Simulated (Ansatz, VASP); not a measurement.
Na3F2 in VASP and in Ansatz

INCAR

```
SYSTEM = Na3F2
PREC = Accurate
ENCUT = 520
EDIFF = 1E-6
ISMEAR = 0
SIGMA = 0.1
LREAL = .FALSE.
LASPH = .TRUE.
NELM = 100
ALGO = Normal
ISIF = 2
LWAVE = .FALSE.
LCHARG = .FALSE.
GGA = PE
NBANDS = 26
```

The input KPOINTS:

```
regular mesh
0
G
  6 6 4
  0 0 0
```

POSCAR

```
Na3F2
1.0
    3.9256396576      0.0000000000      0.0000000000
   -1.9628198288      3.3997036696      0.0000000000
    0.0000000000      0.0000000000      6.1076576398
Na F
3 2
Direct
    0.0000000000      0.0000000000      0.0000000000
    0.3333333333      0.6666666667      0.6450000000
    0.6666666667      0.3333333333      0.3550000000
    0.3333333333      0.6666666667      0.2450000000
    0.6666666667      0.3333333333      0.7550000000
```

Input for Ansatz:

```yaml
crystal:
  lattice:
    - [3.9256396576, 0.0, 0.0]
    - [-1.9628198288, 3.3997036696, 0.0]
    - [0.0, 0.0, 6.1076576398]
  atoms:
    - { symbol: Na, position: [0.0, 0.0, 0.0] }
    - { symbol: Na, position: [0.3333333333, 0.6666666667, 0.645] }
    - { symbol: Na, position: [0.6666666667, 0.3333333333, 0.355] }
    - { symbol: F, position: [0.3333333333, 0.6666666667, 0.245] }
    - { symbol: F, position: [0.6666666667, 0.3333333333, 0.755] }
basis:
  ecutwfc: 420
kpoints:
  mp_grid: { grid: [6, 6, 4] }
hamiltonian:
  xc: pbe
scf:
  occupations: { method: gaussian, width: 0.1 }
  lower_state_search: "off"
output:
  forces: true
  stress: true
  eigenvalues: true
```

Alike in both runs: task single point; functional PBE; k mesh 6 × 6 × 4; occupations gaussian, width 0.1 eV; no spin polarisation.

|  | VASP | Ansatz |
| --- | --- | --- |
| version | VASP 6.6.1 | Ansatz 0.2.0 |
| potentials or method | VASP PAW PBE potentials, release 64 (Na_pv, F), cutoff 520 eV | scalar-relativistic, plane waves, PAW |
| valence electrons in the cell | 35 | 41 |

```tsv
	VASP	Ansatz	Ansatz less VASP
gap on the k mesh at the Fermi level (eV)	none	none	-
pressure (GPa)	2.1	2.2	+0.11
traceless stress, the component that is largest in VASP (GPa)	0.94	0.95	+0.012
rms of the force components (eV/Å)	0.088	0.087	-0.0010
```

Atom by atom the forces differ by 0.002 eV/Å (rms over components). A gap of «none» marks a metal or a gap that the smearing closes. With one functional, cell and mesh, what is left measures potentials, basis and numerics. VASP's potentials hold 35 valence electrons a cell and Ansatz's 41, so a difference there can come from the potentials and not from the codes.
